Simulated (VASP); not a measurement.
The system is As.

```
As
1.0
    -1.97869    1.97869    6.85440
     1.97869   -1.97869    6.85440
     1.97869    1.97869   -6.85440
As
4
Cartesian
  0.0000 0.0000 1.1424
  0.0000 1.9787 4.5696
  0.0000 0.0000 12.5664
  0.0000 1.9787 2.2848
```

* Program: VASP 6.6.1
* Task: relaxation of cell and atoms
* Functional: PBE
* Potentials or basis: VASP PAW PBE potentials, release 64 (As)
* Cutoff: 600 eV
* k mesh: 6 × 6 × 6
* Occupations: gaussian, width 0.1 eV
* Spin: no spin polarisation

At the start: pressure 15.5 GPa; volume 26.84 Å³/atom.

Question: How do energy, volume and symmetry change on relaxing?

Answer: Over 34 steps the energy falls by 629.6 meV/atom and the volume is 24.41 Å³/atom (-9.0 %); space group I4_1/amd (No. 141, to 0.05 Å).

Step by step:
| step | energy change (eV) | largest force (eV/Å) | pressure (GPa) | volume (Å³) |
| --- | --- | --- | --- | --- |
| 1 | 0.0000 | 0.5479 | 15.54 | 107.35 |
| 2 | -1.0494 | 0.1591 | -3.76 | 152.85 |
| 3 | -1.2711 | 0.0833 | -0.10 | 136.22 |
| 4 | -1.2710 | 0.0691 | -0.28 | 136.84 |
| 5 | -1.2818 | 0.0376 | -0.34 | 136.23 |
| 6 | -1.3280 | 0.0585 | -0.73 | 134.31 |
| 7 | -1.4584 | 0.0290 | -1.67 | 130.21 |
| 8 | -1.7152 | 0.6201 | -2.92 | 121.04 |
| 9 | -2.2134 | 0.8121 | -4.50 | 99.74 |
| 10 | 10.2903 | 0.4425 | 155.67 | 52.71 |
| 11 | -2.1318 | 1.0627 | -5.37 | 98.50 |
| 12 | -2.1337 | 1.0688 | -5.38 | 98.38 |
| 13 | -2.1379 | 1.0843 | -5.38 | 98.04 |
| 14 | -2.1398 | 1.1008 | -5.36 | 97.34 |
| 15 | -2.1400 | 1.0981 | -5.37 | 97.56 |
| 16 | -2.1447 | 1.0939 | -5.32 | 97.47 |
| 17 | -2.1582 | 1.0814 | -5.16 | 97.19 |
| 18 | -2.1844 | 1.0546 | -4.84 | 96.64 |
| 19 | -2.2324 | 0.9951 | -4.16 | 95.54 |
| 20 | -2.3098 | 0.8500 | -2.66 | 93.36 |
| 21 | -2.3788 | 0.4472 | 1.04 | 89.11 |
| 22 | -2.3789 | 0.4261 | 1.22 | 88.93 |
| 23 | -2.3874 | 0.4113 | 1.23 | 89.09 |
| 24 | -2.4112 | 0.3629 | 1.31 | 89.57 |
| 25 | -2.4501 | 0.2241 | 1.51 | 90.53 |
| 26 | -2.4865 | 0.1726 | 2.28 | 92.45 |
| 27 | -2.5074 | 0.0302 | 0.87 | 94.54 |
| 28 | -2.5117 | 0.1871 | -0.17 | 96.26 |
| 29 | -2.5117 | 0.1719 | -0.07 | 96.09 |
| 30 | -2.5145 | 0.1227 | -0.13 | 96.65 |
| 31 | -2.5161 | 0.0413 | -0.22 | 97.53 |
| 32 | -2.5171 | 0.0066 | -0.03 | 97.48 |
| 33 | -2.5177 | 0.0380 | 0.22 | 97.41 |
| 34 | -2.5184 | 0.0200 | 0.08 | 97.66 |

Final structure:
```cif
data_structure
_symmetry_space_group_name_H-M 'P 1'
_symmetry_Int_Tables_number 1
_cell_length_a 10.7294
_cell_length_b 10.7294
_cell_length_c 10.7294
_cell_angle_alpha 163.667
_cell_angle_beta 163.667
_cell_angle_gamma 23.178
_cell_volume 97.66
loop_
_atom_site_label
_atom_site_type_symbol
_atom_site_fract_x
_atom_site_fract_y
_atom_site_fract_z
_atom_site_occupancy
As1 As 0.07797 0.07797 0.00000 1
As2 As 0.82797 0.32797 0.50000 1
As3 As 0.92203 0.92203 0.00000 1
As4 As 0.67203 0.17203 0.50000 1
```

Caveat: the k points lie up to 0.49 Å⁻¹ apart in the final cell.
